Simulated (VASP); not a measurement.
Write the native input for VASP 6.6.1 that does the following.

| Item | Value |
| --- | --- |
| Task | single point |
| Functional | PBEsol |
| Potentials or basis | VASP PAW PBE potentials, release 64 (Mg, O) |
| Cutoff | 520 eV |
| k mesh | 10 × 10 × 10 |
| Occupations | gaussian, width 0.02 eV |
| Spin | no spin polarisation |
| Dipole correction | no |
| Further INCAR settings | ALGO = Normal; EDIFF = 1e-07; NBANDS = 11 |

The structure of MgO lies in POSCAR:

```
MgO
1.0
    0.0000000000      2.1693551030      2.1693551030
    2.1693551030      0.0000000000      2.1693551030
    2.1693551030      2.1693551030      0.0000000000
Mg O
1 1
Direct
    0.0000000000      0.0000000000      0.0000000000
    0.5000000000      0.5000000000      0.5000000000
```

This cell differs from its parent crystal: strained.

The input as run:

INCAR

```
SYSTEM = MgO
PREC     = Accurate       ! precision mode
ENCUT    = 520            ! plane-wave cutoff, eV
EDIFF    = 1E-7           ! SCF threshold, eV
ISMEAR   = 0              ! smearing method
SIGMA    = 0.02           ! smearing width, eV
LREAL    = .FALSE.        ! projectors in reciprocal space
LASPH    = .TRUE.         ! aspherical terms in the spheres
NELM     = 60             ! most SCF steps
ALGO     = Normal         ! electronic algorithm
ISIF     = 2              ! what is computed and relaxed
LWAVE    = .FALSE.        ! write WAVECAR
LCHARG   = .TRUE.         ! write CHGCAR
GGA      = PS             ! functional
LELF     = .TRUE.         ! ELF
LVHAR    = .TRUE.       
NBANDS   = 11             ! bands
```

KPOINTS

```
regular mesh
0
G
  10 10 10
  0 0 0
```

Potentials or basis: VASP PAW PBE potentials, release 64 (Mg, O).

Run with:

```console
$ cat potpaw_PBE.64/Mg/POTCAR potpaw_PBE.64/O/POTCAR > POTCAR
$ mpirun -np 1 vasp_std > vasp.out
```

Results of the run:

```
Pressure               : -12.1 GPa
Band gap on the k mesh : 3.82 eV, direct
```

Caveat: the cell differs from its parent crystal (strained); the PAW data sets were made with another functional, which shifts forces and pressure a little.

Wall time 7.6 s on 1 thread of Intel(R) Xeon(R) Platinum 8488C (Sapphire Rapids), with other jobs on the host, peak memory 0.14 GiB.
